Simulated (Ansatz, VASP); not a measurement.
## Two plane-wave programs on TiO2

```xyz
12
Lattice="5.3474 0.0000 0.0455 0.0000 5.3726 0.0000 -2.6306 0.0000 4.7526" Properties=species:S:1:pos:R:3 pbc="T T T"
Ti    2.0160    1.9928    1.2109
Ti    0.7007    3.3797    3.5872
Ti   -0.6577    4.6791    1.1881
Ti   -1.9730    0.6934    3.5644
O    -0.6346    4.7171    3.1775
O     3.3513    0.6554    1.6206
O     2.0360    4.7171    3.9969
O     0.6808    0.6554    0.8012
O     2.0391    2.0309    3.2003
O     0.6776    3.3417    1.5978
O    -0.6377    2.0309    3.9741
O     3.3544    3.3417    0.8240
```

Change from the starting cell: strain along c alone, the other axes held, atoms relaxed: -2.0 %.

Alike in both runs: functional PBE; k mesh 6 × 6 × 6; occupations gaussian, width 0.02 eV; no spin polarisation.

Ansatz relaxed the structure, and its values are those at the end. VASP's run is a single point on that final structure, the one shown.

```csv
,VASP,Ansatz
version,VASP 6.6.1,Ansatz 0.2.0
potentials or method,"VASP PAW PBE potentials, release 64 (Ti_sv, O), cutoff 600 eV","scalar-relativistic, plane waves, PAW"
valence electrons in the cell,96,96
```

Ansatz gave:

| Property | Result |
| --- | --- |
| gap on the k mesh at the Fermi level (eV) | 2.10 |
| least direct gap on the mesh (eV) | 2.14 |
| pressure (GPa) | 3.5 |
| rms of the force components (eV/Å) | 0.002 |

**Question.** Which values does VASP return?

**Answer.** gap on the k mesh at the Fermi level (eV): 2.08; least direct gap on the mesh (eV): 2.12; pressure (GPa): 3.9; rms of the force components (eV/Å): 0.008.

Ansatz's warnings: stress scf threshold loose.
